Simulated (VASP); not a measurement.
Set up this calculation in VASP 6.6.1, as the native input.

```
Task                   : single point
Functional             : PBEsol
Potentials or basis    : VASP PAW PBE potentials, release 64 (Br)
Cutoff                 : 520 eV
k mesh                 : 6 × 6 × 4
Occupations            : gaussian, width 0.1 eV
Spin                   : no spin polarisation
Dipole correction      : no
Further INCAR settings : ALGO = Normal; EDIFF = 1e-06; NBANDS = 22
```

The structure of Br lies in POSCAR:

```
Br
1.0
    4.4848262648      0.0000000000      0.0000000000
   -2.2424131324      3.8839734769      0.0000000000
    0.0000000000      0.0000000000      7.3999633369
Br
4
Direct
    0.3333333333      0.6666666667      0.4375000000
    0.6666666667      0.3333333333      0.9375000000
    0.6666666667      0.3333333333      0.5625000000
    0.3333333333      0.6666666667      0.0625000000
```

The input as run:

INCAR

```
SYSTEM = Br
PREC = Accurate
ENCUT = 520
EDIFF = 1E-6
ISMEAR = 0
SIGMA = 0.1
LREAL = .FALSE.
LASPH = .TRUE.
NELM = 100
ALGO = Normal
ISIF = 2
LWAVE = .FALSE.
LCHARG = .TRUE.
GGA = PS
LELF = .TRUE.
LVHAR = .TRUE.
NBANDS = 22
```

KPOINTS

```
Automatic mesh
0
G
  6 6 4
  0 0 0
```

Potentials or basis: VASP PAW PBE potentials, release 64 (Br).

Run with:

```bash
$ cat potpaw_PBE.64/Br/POTCAR > POTCAR
$ mpirun -np 1 vasp_std > vasp.out
```

It gave:

```yaml
Pressure: 5.9 GPa
Largest_force: 0.405 eV/Å
Band_gap_on_the_k_mesh: zero (band 14 reaches 1.27 eV, above the bottom of band 15 at 0.08 eV)
```

Caveat: the PAW data sets were made with another functional, which shifts forces and pressure a little.

Run time: 56 s on 1 thread of Intel Xeon 6975P-C, on a shared host, peak memory 0.24 GiB.
